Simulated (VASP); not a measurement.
# MoH3 (P-6m2) in VASP: notebook, part 3 of 3

VASP 6.6.1. The steps go on from the part before.

## Step 5: Single point, PBE

This run uses another cell than the first one, of 6.95 Å³/atom.

The input, INCAR:

```
  ALGO = Normal
  EDIFF = 1E-6
  ENCUT = 520
  GGA = PE
  ISIF = 2
  ISMEAR = 0
  LASPH = True
  LCHARG = True
  LELF = True
  LREAL = False
  LVHAR = True
  LWAVE = False
  NBANDS = 16
  NELM = 100
  PREC = Accurate
  SIGMA = 0.1
```

The input, KPOINTS:

```
k-points
0
Gamma
  12 12 10
```

The input, POSCAR:

```
MoH3
1.0
    2.8814077464      0.0000000000      0.0000000000
   -1.4407038732      2.4953723071      0.0000000000
    0.0000000000      0.0000000000      3.8678350880
H Mo
3 1
Direct
    0.3333333333      0.6666666667      0.2530718420
    0.3333333333      0.6666666667      0.7469281580
    0.0000000000      0.0000000000      0.0000000000
    0.0000000000      0.0000000000      0.5000000000
```

On the command line:

```sh
> cat potpaw_PBE.64/H/POTCAR potpaw_PBE.64/Mo_sv/POTCAR > POTCAR
> mpirun -np 1 vasp_std > vasp.out
```

Wall time 57 s (1 thread of Intel Xeon 8259CL, shared host); peak memory 0.18 GiB.

Results (log left out):

| Quantity | Value |
| --- | --- |
| Free energy | -20.0203 eV |
| Pressure | 0.1 GPa |
| Largest force | 0.007 eV/Å |
| Band gap on the k mesh | zero (an odd number of electrons rules out a gap without spin polarisation) |

Forces on the atoms (eV/Å):
```
H    0.000  0.000 -0.007
H    0.000  0.000  0.007
H    0.000  0.000  0.000
Mo   0.000  0.000  0.000
```

Stress tensor (GPa, compression positive):
```
 0.09  0.00  0.00
 0.00  0.09  0.00
 0.00  0.00 -0.02
```

Levels at points of the mesh, in eV from the Fermi level:
```csv
k point,band 7,band 8,band 9,band 10,band 11,band 12
"(0.00, 0.00, 0.00)",-1.59,-0.90,-0.90,1.59,1.59,6.78
"(0.50, 0.00, 0.00)",-4.69,-1.78,0.73,3.39,5.16,5.55
"(0.00, 0.00, 0.50)",-0.92,-0.84,-0.84,1.33,1.33,3.42
"(0.50, 0.00, 0.50)",-2.56,-0.32,0.31,0.93,3.41,4.75
```

## Step 6: Relaxation of cell and atoms, PBE

The input, INCAR:

```
SYSTEM = MoH3
ALGO = Normal
EDIFF = 1E-6
EDIFFG = -0.01
ENCUT = 600
GGA = PE
IBRION = 2
ISIF = 3
ISMEAR = 0
LASPH = .True.
LCHARG = .False.
LREAL = .False.
LWAVE = .False.
NELM = 80
NSW = 100
PREC = Accurate
SIGMA = 0.1
```

The input, KPOINTS:

```
k-points
0
Gamma
  12 12 10
  0 0 0
```

The input, POSCAR:

```
MoH3
1.0
    2.8855827866      0.0000000000      0.0000000000
   -1.4427913933      2.4989879979      0.0000000000
    0.0000000000      0.0000000000      3.8406987102
H Mo
3 1
Direct
    0.3333333333      0.6666666667      0.2547651485
    0.3333333333      0.6666666667      0.7452348515
    0.0000000000      0.0000000000      0.0000000000
    0.0000000000      0.0000000000      0.5000000000
```

Potentials or basis: VASP PAW PBE potentials, release 64 (H, Mo_sv).

On the command line:

```sh
> cat potpaw_PBE.64/H/POTCAR potpaw_PBE.64/Mo_sv/POTCAR > POTCAR
> mpirun -np 1 vasp_std > vasp.out
```

It took 2.8 min on 1 thread of Intel Xeon 8259CL, shared host; peak memory 0.19 GiB.

It converged, with:

- Free energy: -20.0218 eV
- Relaxed volume: 6.96 Å³/atom
- Relaxed cell: a = 2.882 Å, b = 2.882 Å, c = 3.869 Å, α = 90.00°, β = 90.00°, γ = 120.00°
- Space group after relaxing (to 0.1 Å): P-6m2 (No. 187)
- Energy gained by relaxing: 0.4 meV/atom
- Ionic steps: 7
- Pressure after relaxing: 0.0 GPa
- Largest force after relaxing: 0.008 eV/Å
- Band gap on the k mesh: zero (an odd number of electrons rules out a gap without spin polarisation)

Forces in eV/Å, atoms in the order of the input:
```
H    0.000  0.000 -0.008
H    0.000  0.000  0.008
H    0.000  0.000  0.000
Mo   0.000  0.000  0.000
```

Stress tensor (GPa, compression positive):
```
 0.01  0.00  0.00
 0.00  0.01  0.00
 0.00  0.00 -0.10
```

Step by step:
```
step  energy change (eV)  largest force (eV/Å)  pressure (GPa)  volume (Å³)
   1              0.0000                0.0570            0.91        27.70
   2             -0.0012                0.0197           -0.14        27.85
   3             -0.0012                0.0091           -0.46        27.90
   4             -0.0015                0.0121           -0.10        27.86
   5             -0.0015                0.0130           -0.02        27.84
   6             -0.0015                0.0131            0.01        27.84
   7             -0.0016                0.0075           -0.02        27.84
```

Final structure:
```
CELL_PARAMETERS angstrom
2.88224 0.00000 0.00000
-1.44112 2.49609 0.00000
0.00000 0.00000 3.86950
ATOMIC_POSITIONS crystal
H 0.33333 0.66667 0.25322
H 0.33333 0.66667 0.74678
H 0.00000 0.00000 0.00000
Mo 0.00000 0.00000 0.50000
```

Levels at points of the mesh, in eV from the Fermi level:
```tsv
k point	band 6	band 7	band 8	band 9	band 10	band 11	band 12
(0.00, 0.00, 0.00)	-5.29	-1.59	-0.90	-0.90	1.58	1.58	6.77
(0.50, 0.00, 0.00)	-4.80	-4.69	-1.77	0.73	3.39	5.16	5.54
(0.00, 0.00, 0.50)	-7.47	-0.92	-0.84	-0.84	1.33	1.33	3.42
(0.50, 0.00, 0.50)	-6.20	-2.55	-0.33	0.31	0.92	3.40	4.75
```

## Step 7: The runs side by side

| task | spin | cell | k mesh | cutoff (eV) | smearing | gap on the mesh (eV) | pressure (GPa) | relaxed volume (Å³/atom) | largest force (eV/Å) |
| --- | --- | --- | --- | --- | --- | --- | --- | --- | --- |
| single point | off | a = 2.886, b = 2.886, c = 3.841 Å, angles 90.0, 90.0, 120.0°, 4 atoms, atomic positions A | 6 × 6 × 3 | 520 | gaussian 0.15 eV | none | 0.0 | - | - |
| relaxation of cell and atoms | off | relaxed from a = 2.824, b = 2.824, c = 6.082 Å, angles 90.0, 90.0, 120.0°, 4 atoms, atomic positions B | 6 × 6 × 3 | 600 | gaussian 0.15 eV | none | 0.3 | 6.91 | 0.05 |
| single point | collinear | a = 2.886, b = 2.886, c = 3.841 Å, angles 90.0, 90.0, 120.0°, 4 atoms, atomic positions A | 6 × 6 × 4 | 520 | gaussian 0.1 eV | none | 1.4 | - | 0.12 |
| single point | off | a = 2.881, b = 2.881, c = 3.868 Å, angles 90.0, 90.0, 120.0°, 4 atoms, atomic positions A | 12 × 12 × 10 | 520 | gaussian 0.1 eV | none | 0.1 | - | 0.01 |
| relaxation of cell and atoms | off | relaxed from a = 2.886, b = 2.886, c = 3.841 Å, angles 90.0, 90.0, 120.0°, 4 atoms, atomic positions A | 12 × 12 × 10 | 600 | gaussian 0.1 eV | none | 0.0 | 6.96 | 0.01 |

Alike in all rows: level PBE; potentials or basis VASP PAW PBE potentials, release 64 (H, Mo_sv).

Caveats: some runs use coarse meshes; the volume moved by over 15 % at a fixed basis, so the end points are rough (at least some runs); the relaxation stopped at a loose force limit of 0.08 eV/Å, so its end isn't a converged minimum (at least some runs).

Absolute energies hang on the potentials; compare differences alone.
